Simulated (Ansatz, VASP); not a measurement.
VCrC2: VASP beside Ansatz

File INCAR:

```
  PREC = Accurate
  ENCUT = 520
  EDIFF = 1E-7
  ISMEAR = -1
  SIGMA = 0.05
  LREAL = F
  LASPH = T
  NELM = 150
  ALGO = Normal
  ISIF = 2
  LWAVE = F
  LCHARG = F
  ISPIN = 2
  MAGMOM = 3 -2 0 0
  LORBIT = 11
  LMAXMIX = 4
  GGA = PE
  NBANDS = 28
```

The input KPOINTS:

```
regular mesh
0
Gamma
  11 11 11
```

POSCAR

```
VCrC2
1.0
    1.4606320425      0.8432963029      4.7393853233
   -1.4606320425      0.8432963029      4.7393853233
    0.0000000000     -1.6865926058      4.7393853233
Cr V C
1 1 2
Direct
    0.5000000000      0.5000000000      0.5000000000
    0.0000000000      0.0000000000      0.0000000000
    0.2487590000      0.2487590000      0.2487590000
    0.7512410000      0.7512410000      0.7512410000
```

File input.yaml:

```yaml
crystal:
  lattice:
    - [1.4606320425, 0.8432963029, 4.7393853233]
    - [-1.4606320425, 0.8432963029, 4.7393853233]
    - [0.0, -1.6865926058, 4.7393853233]
  atoms:
    - { symbol: Cr, position: [0.5, 0.5, 0.5], spin: 3.0 }
    - { symbol: V, position: [0.0, 0.0, 0.0], spin: -2.0 }
    - { symbol: C, position: [0.248759, 0.248759, 0.248759] }
    - { symbol: C, position: [0.751241, 0.751241, 0.751241] }
hamiltonian:
  xc: pbe
  pseudopotentials: { kind: paw }
magnetization:
  spin_polarized: true
kpoints:
  mp_grid: { grid: [11, 11, 11] }
scf:
  occupations: { method: fermi_dirac, width: 0.05 }
output:
  forces: true
  stress: true
  eigenvalues: true
```

Alike in both runs: task single point; functional PBE; k mesh 11 × 11 × 11; occupations fermi-dirac, width 0.05 eV; collinear spin.

|  | VASP | Ansatz |
| --- | --- | --- |
| version | VASP 6.6.1 | Ansatz 0.2.0 |
| potentials or method | VASP PAW PBE potentials, release 64 (Cr_pv, V_sv, C) | Ansatz PAW |
| plane-wave cutoff (eV) | 520 | 420 |
| valence electrons in the cell | 33 | 35 |

```csv
,VASP,Ansatz,Ansatz less VASP
gap on the k mesh at the Fermi level (eV),none,none,-
pressure (GPa),-2.5,0.4,+2.86
"traceless stress, the component that is largest in VASP (GPa)",-0.32,-2.22,-1.902
rms of the force components (eV/Å),0.005,0.008,+0.0030
net moment per atom (μB),0.05,0.27,+0.219
size of the moment on the site where the two differ most (μB),0.23,1.05,+0.822
```

The net moments are unlike, so the other rows may belong to different states. Site moments also hang on the region over which each program counts them. Atom by atom the forces differ by 0.013 eV/Å (rms over components). A gap of «none» marks a metal or a gap that the smearing closes. VASP's potentials hold 33 valence electrons a cell and Ansatz's 35, so a difference there can come from the potentials and not from the codes.
